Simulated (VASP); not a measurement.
Here is a VASP 6.6.1 calculation.

File INCAR:

```
SYSTEM = Al
ALGO = Normal
EDIFF = 1E-7
ENCUT = 520
ISIF = 2
ISMEAR = -1
LASPH = .True.
LCHARG = .True.
LELF = .True.
LREAL = .False.
LVHAR = .True.
LWAVE = .False.
NBANDS = 10
NELM = 60
PREC = Accurate
SIGMA = 0.1
```

File KPOINTS:

```
k-points
0
Gamma
  12 12 6
  0 0 0
```

File POSCAR:

```
Al
1.0
    2.8855385998      0.0000000000      0.0000000000
   -1.4427693050      2.4989497309      0.0000000000
    0.0000000000      0.0000000000      4.9933178617
Al
2
Direct
    0.6666666667      0.3333333333      0.7500000000
    0.3333333333      0.6666666667      0.2500000000
```

Potentials or basis: VASP PAW LDA potentials, release 64 (Al).

Run with:

```bash
$ cat potpaw_LDA.64/Al/POTCAR > POTCAR
$ mpirun -np 1 vasp_std > vasp.out
```

Q: Estimate the band gap on the k mesh.

A: Zero (band 3 reaches 10.46 eV, above the bottom of band 4 at 3.89 eV).

Q: Estimate the pressure.

A: -7.2 GPa.

Stress tensor (GPa, compression positive):
```
-6.58  0.00  0.00
 0.00 -6.58  0.00
 0.00  0.00 -8.51
```
